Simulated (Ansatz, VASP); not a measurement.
# One calculation of AlNi, two programs

```
Al Ni
1.0
     2.08854   -2.08848    0.00000
     2.08854    2.08848    0.00000
     0.00000    0.00000    3.09840
Al Ni
1 1
Direct
  0.00000 0.00000 0.00000
  0.50000 0.50000 0.50000
```

Alike in both runs: task single point; functional PBEsol; k mesh 16 × 16 × 16; occupations gaussian, width 0.15 eV; no spin polarisation.

|  | VASP | Ansatz |
| --- | --- | --- |
| version | VASP 6.6.1 | Ansatz 0.2.0 |
| potentials or method | VASP PAW PBE potentials, release 64 (Al, Ni), cutoff 520 eV | scalar-relativistic, plane waves, PAW |
| valence electrons in the cell | 13 | 21 |

Ansatz gave:

```
gap on the k mesh at the Fermi level (eV)                     : none
pressure (GPa)                                                : -18.0
traceless stress, the component that is largest in VASP (GPa) : -1.41
```

What did VASP give for the same quantities?

gap on the k mesh at the Fermi level (eV): none; pressure (GPa): -18.0; traceless stress, the component that is largest in VASP (GPa): -1.45.

VASP's potentials were made for PBE, not for PBEsol, and Ansatz warns of the same on its side. A gap of «none» marks a metal or a gap that the smearing closes. VASP's potentials hold 13 valence electrons a cell and Ansatz's 21, so a difference there can come from the potentials and not from the codes. Ansatz's warnings: near symmetry operations not taken.
